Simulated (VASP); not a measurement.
A run of VASP 6.6.1 is set up as follows.

File INCAR:

```
SYSTEM = Ir
PREC = Accurate ; ENCUT = 520
EDIFF = 1E-7 ; ISMEAR = 0
SIGMA = 0.15 ; LREAL = .FALSE.
LASPH = .TRUE. ; NELM = 100
ALGO = Fast ; ISIF = 2
LWAVE = .FALSE. ; LCHARG = .FALSE.
GGA = PS ; NBANDS = 16
```

File KPOINTS:

```
regular mesh
0
G
  18 18 12
  0 0 0
```

File POSCAR:

```
Ir
1.0
    2.7513778946      0.0000000000      0.0000000000
   -1.3756889473      2.3827631521      0.0000000000
    0.0000000000      0.0000000000      4.4622900000
Ir
2
Direct
    0.5503263449      0.4277615184      0.7500000000
    0.3333333333      0.6666666667      0.2500000000
```

Potentials or basis: VASP PAW PBE potentials, release 64 (Ir).

Run with:

```sh
$ cat potpaw_PBE.64/Ir/POTCAR > POTCAR
$ mpirun -np 1 vasp_std > vasp.out
```

**Question.** What does it give for the band gap on the k mesh?

**Answer.** Zero (bands 9 and 10 overlap by 3.70 eV).

**Question.** What does it give for the pressure?

**Answer.** -0.6 GPa.

**Question.** What does it give for the largest force?

**Answer.** 1.786 eV/Å.

Forces in eV/Å, atoms in the order of the input:
```
Ir   1.572 -0.848  0.000
Ir  -1.572  0.848  0.000
```

Caveat: the cell differs from its parent crystal (atom 1 (Ir) moved by (-0.450, +0.225) A along x and y); the stress differs along the axes, from -11 to 15 GPa; the PAW data sets were made with another functional, which shifts forces and pressure a little; spin-orbit coupling is left out, which moves the levels of the heavy elements.
